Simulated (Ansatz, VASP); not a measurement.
Two plane-wave programs on AlGa2N3

Contents of POSCAR:

```
AlGa2N3
1.0
    3.1820026907      0.0000000000      0.0000000000
   -1.5910013454      2.7556951651      0.0000000000
    0.0000000000      0.0000000000      7.7952401171
Al Ga N
1 2 3
Direct
    0.6666666667      0.3333333333      0.3330794909
    0.0000000000      0.0000000000      0.0027618707
    0.3333333333      0.6666666667      0.6640674620
    0.3333333333      0.6666666667      0.9163214255
    0.6666666667      0.3333333333      0.5767867001
    0.0000000000      0.0000000000      0.2569830508
```

Contents of INCAR.step1:

```
SYSTEM = AlGa2N3
PREC = Accurate
ENCUT = 520
ISMEAR = 0
SIGMA = 0.02
LREAL = .False.
LASPH = .True.
NELM = 60
NBANDS = 31
GGA = PE
ALGO = Normal
EDIFF = 1E-4
LWAVE = .True.
LCHARG = .False.
```

Contents of INCAR.step2:

```
SYSTEM = AlGa2N3
PREC = Accurate
ENCUT = 520
EDIFF = 1E-7
ISMEAR = 0
SIGMA = 0.02
LREAL = .False.
LASPH = .True.
NELM = 60
ALGO = Normal
ISIF = 2
LWAVE = .False.
LCHARG = .False.
METAGGA = R2SCAN
LMIXTAU = .True.
NBANDS = 31
ISTART = 1
```

File KPOINTS:

```
regular mesh
0
Gamma
  12 12 4
  0 0 0
```

Input for Ansatz:

```yaml
crystal:
  lattice:
    - [3.1820026907, 0.0, 0.0]
    - [-1.5910013454, 2.7556951651, 0.0]
    - [0.0, 0.0, 7.7952401171]
  atoms:
    - { symbol: Al, position: [0.6666666667, 0.3333333333, 0.3330794909] }
    - { symbol: Ga, position: [0.0, 0.0, 0.0027618707] }
    - { symbol: Ga, position: [0.3333333333, 0.6666666667, 0.664067462] }
    - { symbol: "N", position: [0.3333333333, 0.6666666667, 0.9163214255] }
    - { symbol: "N", position: [0.6666666667, 0.3333333333, 0.5767867001] }
    - { symbol: "N", position: [0.0, 0.0, 0.2569830508] }
basis:
  ecutwfc: 500
kpoints:
  mp_grid: { grid: [12, 12, 4] }
  band_path:
    path:
      - [[0.0, 0.0, 0.0], [0.5, 0.0, 0.0], [0.33333333, 0.33333333, 0.0], [0.0, 0.0, 0.0], [0.0, 0.0, 0.5], [0.5, 0.0, 0.5], [0.33333333, 0.33333333, 0.5], [0.0, 0.0, 0.5]]
      - [[0.5, 0.0, 0.5], [0.5, 0.0, 0.0]]
      - [[0.33333333, 0.33333333, 0.5], [0.33333333, 0.33333333, 0.0]]
    npoints: 14
hamiltonian:
  xc: r2scan
scf:
  occupations: { method: gaussian, width: 0.02 }
  n_extra_bands: 15
output:
  forces: true
  stress: true
  eigenvalues: true
  populations: true
  dos: { projected: true, de: 0.02, nscf_kmesh: { grid: [18, 18, 6] } }
  bader: true
  write_density: true
  write_potential: true
  elf: true
  volumetric_format: npy
```

Alike in both runs: task single point; functional r2SCAN; k mesh 12 × 12 × 4; occupations gaussian, width 0.02 eV; no spin polarisation.

|  | VASP | Ansatz |
| --- | --- | --- |
| version | VASP 6.6.1 | Ansatz 0.2.0 |
| potentials or method | VASP PAW PBE potentials, release 64 (Al, Ga_d, N), cutoff 520 eV | scalar-relativistic, plane waves, PAW |
| valence electrons in the cell | 44 | 44 |

|  | VASP | Ansatz | Ansatz less VASP |
| --- | --- | --- | --- |
| gap on the k mesh at the Fermi level (eV) | 2.59 | 2.59 | +0.001 |
| least direct gap on the mesh (eV) | 2.59 | 2.59 | +0.001 |
| pressure (GPa) | -5.1 | -5.7 | -0.59 |
| rms of the force components (eV/Å) | 0.012 | 0.028 | +0.0156 |

VASP's potentials were made for PBE, not for r2SCAN. Atom by atom the forces differ by 0.023 eV/Å (rms over components).
